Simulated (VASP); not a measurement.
Here is a VASP 6.6.1 calculation.

The input INCAR:

```
SYSTEM = Pb
PREC = Accurate
ENCUT = 520
EDIFF = 1E-6
ISMEAR = 0
SIGMA = 0.1
LREAL = .False.
LASPH = .True.
NELM = 100
ALGO = Normal
ISIF = 2
LWAVE = .False.
LCHARG = .False.
GGA = PE
NBANDS = 36
```

KPOINTS

```
Automatic mesh
0
Gamma
  4 4 4
  0 0 0
```

Contents of POSCAR:

```
Pb
1.0
    2.6813915012     -4.5444613361      0.0000000000
    2.6813915012      4.5444613361      0.0000000000
    0.0000000000      0.0000000000      5.3699164181
Pb
4
Direct
    0.1525000000      0.8475000000      0.0785000000
    0.6525000000      0.3475000000      0.4215000000
    0.8475000000      0.1525000000      0.9215000000
    0.3475000000      0.6525000000      0.5785000000
```

Potentials or basis: VASP PAW PBE potentials, release 64 (Pb_d).

Command:

```bash
$ cat potpaw_PBE.64/Pb_d/POTCAR > POTCAR
$ mpirun -np 1 vasp_std > vasp.out
```

(1) Estimate the largest force.

(2) Estimate the pressure.

Results:

(1) 0.786 eV/Å.

(2) 6.0 GPa.
